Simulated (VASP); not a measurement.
Crystal: LiTmH4.

```
Li Tm H
1.0
     3.14549   -1.59325    0.00000
     3.14549    1.59325    0.00000
    -2.94357    0.00000    5.45130
Li Tm H
1 1 4
Direct
  0.00000 0.00000 0.00000
  0.50000 0.50000 0.50000
  0.19910 0.19910 0.80809
  0.69531 0.69531 0.29418
  0.80090 0.80090 0.19191
  0.30469 0.30469 0.70582
```

The cell was generated, and may not be a known phase.

```yaml
Program: VASP 6.6.1
Task: relaxation of cell and atoms
Functional: PBE
Potentials_or_basis: VASP PAW PBE potentials, release 64 (Li_sv, Tm_3, H), 4f in core
Cutoff: 750 eV
k_mesh: 4 × 4 × 2
Occupations: gaussian, width 0.15 eV
Spin: no spin polarisation
```

At the start: pressure 1.3 GPa; volume 9.11 Å³/atom.

How do energy, volume and symmetry change on relaxing?

Over 20 steps the energy falls by 352.4 meV/atom and the volume is 9.49 Å³/atom (+4.2 %); space group C2/m (No. 12, to 0.1 Å) before and after.

The path:
```csv
step,energy change (eV),largest force (eV/Å),pressure (GPa),volume (Å³)
1,0.0000,1.2421,1.26,54.64
2,-0.4370,1.2809,-0.33,55.15
3,-1.2378,1.1221,-1.43,56.04
4,-1.2938,1.0363,-0.62,56.14
5,-1.5637,0.5439,-0.85,56.07
6,-1.6384,0.3276,-1.04,56.01
7,-1.8254,0.2586,0.75,54.88
8,-1.8366,0.3919,1.57,54.55
9,-1.9024,0.3210,0.47,55.83
10,-1.9929,0.3544,-1.68,59.22
11,-2.0465,0.2365,-0.69,58.69
12,-2.0641,0.1294,0.33,58.19
13,-2.0741,0.0967,-0.29,58.51
14,-2.0758,0.0869,-0.64,58.69
15,-2.0811,0.1013,-0.13,58.05
16,-2.0837,0.1304,0.60,57.21
17,-2.0876,0.1231,0.53,57.13
18,-2.0974,0.1073,0.43,56.88
19,-2.1073,0.1485,0.50,56.33
20,-2.1145,0.0786,-0.46,56.93
```

Final structure:
```
CELL_PARAMETERS angstrom
3.79727 -1.57168 0.01515
3.79727 1.57168 0.01515
-3.63797 0.00000 4.75539
ATOMIC_POSITIONS crystal
Li 0.00000 0.00000 0.00000
Tm 0.50000 0.50000 0.50000
H 0.08021 0.08021 0.78687
H 0.70060 0.70060 0.32064
H 0.91979 0.91979 0.21313
H 0.29940 0.29940 0.67936
```

Caveat: the k points lie up to 0.56 Å⁻¹ apart in the final cell; a cell axis changed by over 15 % at a fixed basis, so the end point is rough; the relaxation stopped at a loose force limit of 0.08 eV/Å, so its end isn't a converged minimum.
